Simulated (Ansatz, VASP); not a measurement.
# Pt in VASP and in Ansatz

```
Pt
1.0
     0.00000    1.98706    1.98706
     1.98706    0.00000    1.98706
     1.98706    1.98706    0.00000
Pt
1
Cartesian
  0.0000 0.0000 0.0000
```

Alike in both runs: functional PBE; k mesh 18 × 18 × 18; occupations fermi-dirac, width 0.15 eV; no spin polarisation.

Ansatz relaxed the structure, and its values are those at the end. VASP's run is a single point on that final structure, the one shown.

|  | VASP | Ansatz |
| --- | --- | --- |
| version | VASP 6.6.1 | Ansatz 0.2.0 |
| potentials or method | VASP PAW PBE potentials, release 64 (Pt), cutoff 520 eV | scalar-relativistic, plane waves, PAW |
| valence electrons in the cell | 10 | 18 |

VASP gave:

```
gap on the k mesh at the Fermi level (eV) : none
pressure (GPa)                            : -0.4
```

**Question.** Which values does Ansatz return?

**Answer.** gap on the k mesh at the Fermi level (eV): none; pressure (GPa): 0.0.

A gap of «none» marks a metal or a gap that the smearing closes. VASP's potentials hold 10 valence electrons a cell and Ansatz's 18, so a difference there can come from the potentials and not from the codes.

Spin-orbit coupling is off throughout.
